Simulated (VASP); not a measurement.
A run of VASP 6.6.1:

The input INCAR:

```
SYSTEM = Hf3SiMo
PREC = Accurate
ENCUT = 600
EDIFF = 1E-6
ISMEAR = 0
SIGMA = 0.1
LREAL = .False.
LASPH = .True.
NELM = 60
ALGO = Fast
ISIF = 3
LWAVE = .False.
LCHARG = .False.
GGA = PE
IBRION = 2
NSW = 100
EDIFFG = -0.01
```

The input KPOINTS:

```
Automatic mesh
0
Gamma
  8 8 8
  0 0 0
```

Contents of POSCAR:

```
Hf3SiMo
1.0
    4.8186678638      0.0000000000      0.0000000000
    0.0000000000      4.8186678638      0.0000000000
    0.0000000000      0.0000000000      4.8186678638
Hf Si Mo
3 1 1
Direct
    0.0000000000      0.5000000000      0.5000000000
    0.5000000000      0.0000000000      0.5000000000
    0.5000000000      0.5000000000      0.0000000000
    0.5000000000      0.5000000000      0.5000000000
    0.0000000000      0.0000000000      0.0000000000
```

Potentials or basis: VASP PAW PBE potentials, release 64 (Hf_pv, Si, Mo_sv).

Command:

```console
$ cat potpaw_PBE.64/Hf_pv/POTCAR potpaw_PBE.64/Si/POTCAR potpaw_PBE.64/Mo_sv/POTCAR > POTCAR
$ mpirun -np 1 vasp_std > vasp.out
```

Hardware: 1 thread of Intel(R) Xeon(R) 6975P-C (Granite Rapids), with other jobs on the host.

Q: How long does it take, and how much memory?

A: It took 2.8 min on 1 thread of Intel(R) Xeon(R) 6975P-C (Granite Rapids), on a shared host, peak memory 0.34 GiB. Counts: scf iterations 40, k points 35, ion steps 3.
